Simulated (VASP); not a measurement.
Write the native input for VASP 6.6.1 that does the following.

* Task: relaxation of cell and atoms
* Functional: PBE
* Potentials or basis: VASP PAW PBE potentials, release 64 (Sb, S)
* Cutoff: 600 eV
* k mesh: 10 × 10 × 10
* Occupations: gaussian, width 0.1 eV
* Spin: no spin polarisation
* Dipole correction: no
* Further INCAR settings: ALGO = Normal; EDIFF = 1e-06; IBRION = 2; EDIFFG = -0.01; NSW = 100; ISIF = 3

The structure of SbS3 lies in POSCAR:

```
SbS3
1.0
    5.0795247379      0.0000000000      0.0000000000
    0.0000000000      5.0795247379      0.0000000000
    0.0000000000      0.0000000000      5.0795247379
Sb S
1 3
Direct
    0.0000000000      0.0000000000      0.0000000000
    0.5000000000      0.0000000000      0.0000000000
    0.0000000000      0.5000000000      0.0000000000
    0.0000000000      0.0000000000      0.5000000000
```

These files were run (other wordings do the same):

INCAR

```
SYSTEM = SbS3
ALGO = Normal
EDIFF = 1E-6
EDIFFG = -0.01
ENCUT = 600
GGA = PE
IBRION = 2
ISIF = 3
ISMEAR = 0
LASPH = .True.
LCHARG = .False.
LREAL = .False.
LWAVE = .False.
NELM = 60
NSW = 100
PREC = Accurate
SIGMA = 0.1
```

KPOINTS

```
k-points
0
Gamma
  10 10 10
  0 0 0
```

Potentials or basis: VASP PAW PBE potentials, release 64 (Sb, S).

The run is started by

```console
$ cat potpaw_PBE.64/Sb/POTCAR potpaw_PBE.64/S/POTCAR > POTCAR
$ mpirun -np 1 vasp_std > vasp.out
```

Results of the run:

```
Relaxed volume                         : 32.36 Å³/atom
Relaxed cell                           : a = 5.058 Å, b = 5.058 Å, c = 5.058 Å, α = 90.00°, β = 90.00°, γ = 90.00°
Space group after relaxing (to 0.05 Å) : Pm-3m (No. 221)
Energy gained by relaxing              : 0.6 meV/atom
Ionic steps                            : 3
Pressure after relaxing                : 0.0 GPa
```

Wall time 3.8 min on 1 thread of Intel Xeon 6975P-C (shared host), peak memory 0.35 GiB.
